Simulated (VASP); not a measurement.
A run of VASP 6.6.1:

The input POSCAR:

```
Mg13Zn3O16
1.0
    8.4486090000      0.0000000000      0.0000000000
    0.0000000000      8.4486090000      0.0000000000
    0.0000000000      0.0000000000      8.4486090000
O Mg Zn
32 26 6
Direct
    0.2494330000      0.0027310000      0.0008870000
    0.2495560000      0.0001320000      0.4997680000
    0.2493570000      0.4978670000      0.0006480000
    0.2496230000      0.5005250000      0.4996590000
    0.7495300000      0.9977060000      0.9984360000
    0.7500120000      0.0002060000      0.5025590000
    0.7498660000      0.5032800000      0.0008790000
    0.7499880000      0.5005710000      0.4996930000
    0.0016500000      0.2501990000      0.9980160000
    0.9998350000      0.2503310000      0.5031190000
    0.9969940000      0.7503680000      0.9979040000
    0.9996150000      0.7506210000      0.5031390000
    0.4973110000      0.2500460000      0.0001040000
    0.5000270000      0.2500710000      0.5002220000
    0.5019620000      0.7504010000      0.9980020000
    0.5000910000      0.7505010000      0.5030460000
    0.0020030000      0.0004710000      0.2502370000
    0.9997490000      0.0004110000      0.7509080000
    0.9999220000      0.5002880000      0.2500580000
    0.9996850000      0.5003010000      0.7507410000
    0.4973210000      0.0026390000      0.2500610000
    0.4995090000      0.0003390000      0.7507370000
    0.4996620000      0.4973490000      0.2497950000
    0.4996710000      0.5002130000      0.7506910000
    0.2526670000      0.2505100000      0.2505480000
    0.2497980000      0.2503430000      0.7500780000
    0.2500080000      0.7502220000      0.2524050000
    0.2496270000      0.7501910000      0.7474570000
    0.7478920000      0.2525090000      0.2523750000
    0.7494980000      0.2504380000      0.7474460000
    0.7494410000      0.7480060000      0.2506240000
    0.7496080000      0.7502530000      0.7501920000
    0.9990670000      0.0004410000      0.0014600000
    0.9995290000      0.0003210000      0.4996660000
    0.9995810000      0.5004170000      0.0008490000
    0.9997460000      0.5004100000      0.4999970000
    0.4998840000      0.9999250000      0.0010270000
    0.4999230000      0.0000790000      0.4998130000
    0.4995990000      0.5006260000      0.0006510000
    0.4998690000      0.5003680000      0.4999400000
    0.2494690000      0.2502140000      0.0006480000
    0.2497230000      0.2502410000      0.4999090000
    0.2496610000      0.7504170000      0.4998360000
    0.7501240000      0.2501000000      0.4996600000
    0.7496510000      0.7506730000      0.0013010000
    0.7498110000      0.7506030000      0.4997070000
    0.2496120000      0.9996460000      0.2499240000
    0.2495380000      0.0002270000      0.7505950000
    0.2497300000      0.5007980000      0.2498490000
    0.2495980000      0.5004000000      0.7504900000
    0.7497120000      0.0003850000      0.7506920000
    0.7500810000      0.5000900000      0.2499270000
    0.7497570000      0.5004350000      0.7505120000
    0.9995350000      0.2502310000      0.7506600000
    0.9996170000      0.7504790000      0.7506860000
    0.5002950000      0.2499570000      0.2498900000
    0.4998230000      0.2501590000      0.7504650000
    0.4997010000      0.7503900000      0.7505860000
    0.2494320000      0.7504740000      0.9996000000
    0.7494010000      0.2506800000      0.9997890000
    0.7494520000      0.0005720000      0.2505020000
    0.0006110000      0.2505370000      0.2505430000
    0.9996710000      0.7501540000      0.2505990000
    0.4997260000      0.7498110000      0.2505560000
```

INCAR.step1

```
SYSTEM = Mg13Zn3O16
PREC = Accurate
ENCUT = 520
ISMEAR = -1
SIGMA = 0.05
LREAL = Auto
LASPH = .True.
NELM = 100
NBANDS = 196
GGA = PE
ALGO = Normal
EDIFF = 1E-4
LWAVE = .True.
LCHARG = .False.
```

The input INCAR.step2:

```
SYSTEM = Mg13Zn3O16
PREC = Accurate
ENCUT = 520
EDIFF = 1E-6
ISMEAR = -1
SIGMA = 0.05
LREAL = Auto
LASPH = .True.
NELM = 100
ALGO = Normal
ISIF = 2
LWAVE = .False.
LCHARG = .False.
METAGGA = R2SCAN
LMIXTAU = .True.
NBANDS = 196
ISTART = 1
```

The input KPOINTS:

```
regular mesh
0
Gamma
  1 1 1
  0 0 0
```

Potentials or basis: VASP PAW PBE potentials, release 64 (O, Mg, Zn).

The run is started by

```bash
$ cat potpaw_PBE.64/O/POTCAR potpaw_PBE.64/Mg/POTCAR potpaw_PBE.64/Zn/POTCAR > POTCAR
$ cp INCAR.step1 INCAR
$ mpirun -np 1 vasp_gam > vasp.out
$ cp INCAR.step2 INCAR
$ mpirun -np 1 vasp_gam > vasp.out
```

Hardware: 1 thread of Intel Xeon 8259CL, with other jobs on the host.

Task: Estimate the wall time of this run.

Result: It took 23 min on 1 thread of Intel Xeon 8259CL, on a shared host, peak memory 0.65 GiB. Counts: k points 1.
